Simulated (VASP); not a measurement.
Input of a VASP 6.6.1 run:

INCAR

```
SYSTEM = AgCl
PREC = Accurate
ENCUT = 520
EDIFF = 1E-6
ISMEAR = -1
SIGMA = 0.02
LREAL = .False.
LASPH = .True.
NELM = 80
ALGO = Normal
ISIF = 2
LWAVE = .False.
LCHARG = .False.
GGA = PE
NBANDS = 16
```

File KPOINTS:

```
Automatic mesh
0
Gamma
  8 8 8
  0 0 0
```

Contents of POSCAR:

```
AgCl
1.0
    0.0000000000      2.9932462515      2.9932462515
    2.8998569684      0.0000000000      2.9932462515
    2.8998569684      2.9932462515      0.0000000000
Ag Cl
1 1
Direct
    0.0000000000      0.0000000000      0.0000000000
    0.2500000000      0.2500000000      0.2500000000
```

Potentials or basis: VASP PAW PBE potentials, release 64 (Ag, Cl).

Run with:

```bash
$ cat potpaw_PBE.64/Ag/POTCAR potpaw_PBE.64/Cl/POTCAR > POTCAR
$ mpirun -np 1 vasp_std > vasp.out
```

(1) Estimate the pressure.

(2) Predict the band gap on the k mesh.

## Answers

(1) 2.3 GPa.

(2) 1.19 eV.

Caveat: the cell differs from its parent crystal (uniaxial x strain -3.1%).
